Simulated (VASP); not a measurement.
Here is a VASP 6.6.1 calculation.

File INCAR:

```
  ALGO = Normal
  EDIFF = 1E-6
  ENCUT = 600
  GGA = PS
  GGA_COMPAT = F
  ISIF = 2
  ISMEAR = 0
  LASPH = T
  LCHARG = F
  LREAL = F
  LWAVE = F
  NBANDS = 27
  NELM = 120
  PREC = Accurate
  SIGMA = 0.01
```

KPOINTS

```
k-points
0
Gamma
  10 10 10
```

File POSCAR:

```
Cu3N
1.0
    3.7660315101      0.0000000000      0.0000000000
    0.0000000000      3.7660315101      0.0000000000
    0.0000000000      0.0000000000      3.7660315101
Cu N
3 1
Direct
    0.5000000000      0.0000000000      0.0000000000
    0.0000000000      0.5000000000      0.0000000000
    0.0000000000      0.0000000000      0.5000000000
    0.0000000000      0.0000000000      0.0000000000
```

Potentials or basis: VASP PAW PBE potentials, release 64 (Cu, N).

Command:

```sh
$ cat potpaw_PBE.64/Cu/POTCAR potpaw_PBE.64/N/POTCAR > POTCAR
$ mpirun -np 1 vasp_std > vasp.out
```

Task: What does it give for the band gap on the k mesh?

Result: 0.04 eV, indirect (least direct gap 0.58 eV).

Task: Estimate the pressure.

Result: 0.7 GPa.

Caveat: the PAW data sets were made with another functional, which shifts forces and pressure a little. A k mesh can miss the band edges.
